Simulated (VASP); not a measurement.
Set up this calculation in VASP 6.6.1, as the native input.

```
Task                   : single point
Functional             : PBE
Potentials or basis    : VASP PAW PBE potentials, release 64 (Li_sv, F)
Cutoff                 : 520 eV
k mesh                 : 9 × 9 × 4
Occupations            : gaussian, width 0.01 eV
Spin                   : no spin polarisation
Dipole correction      : no
Further INCAR settings : ALGO = Normal; EDIFF = 1e-06; NBANDS = 18
```

The structure of LiF lies in POSCAR:

```
LiF
1.0
    2.8855728761      0.0000000000      0.0000000000
   -1.4427864380      2.4989794152      0.0000000000
    0.0000000000      0.0000000000      4.9728776558
Li F
2 2
Direct
    0.0000000000      0.0000000000      0.0000000000
    0.0000000000      0.0000000000      0.5000000000
    0.3333333333      0.6666666667      0.2500000000
    0.6666666667      0.3333333333      0.7500000000
```

This cell differs from its parent crystal: volume changed by +6%.

One way to write it, as run:

INCAR

```
SYSTEM = LiF
ALGO = Normal ; EDIFF = 1E-6
ENCUT = 520 ; GGA = PE
ISIF = 2 ; ISMEAR = 0
LASPH = .TRUE. ; LCHARG = .FALSE.
LREAL = .FALSE. ; LWAVE = .FALSE.
NBANDS = 18 ; NELM = 100
PREC = Accurate ; SIGMA = 0.01
```

KPOINTS

```
k-points
0
G
  9 9 4
  0 0 0
```

Potentials or basis: VASP PAW PBE potentials, release 64 (Li_sv, F).

Command:

```console
$ cat potpaw_PBE.64/Li_sv/POTCAR potpaw_PBE.64/F/POTCAR > POTCAR
$ mpirun -np 1 vasp_std > vasp.out
```

It gave:

* Band gap on the k mesh: 8.24 eV, direct

Run time: 9.6 s on 1 thread of Intel(R) Xeon(R) 6975P-C (Granite Rapids) (shared host), peak memory 0.15 GiB.
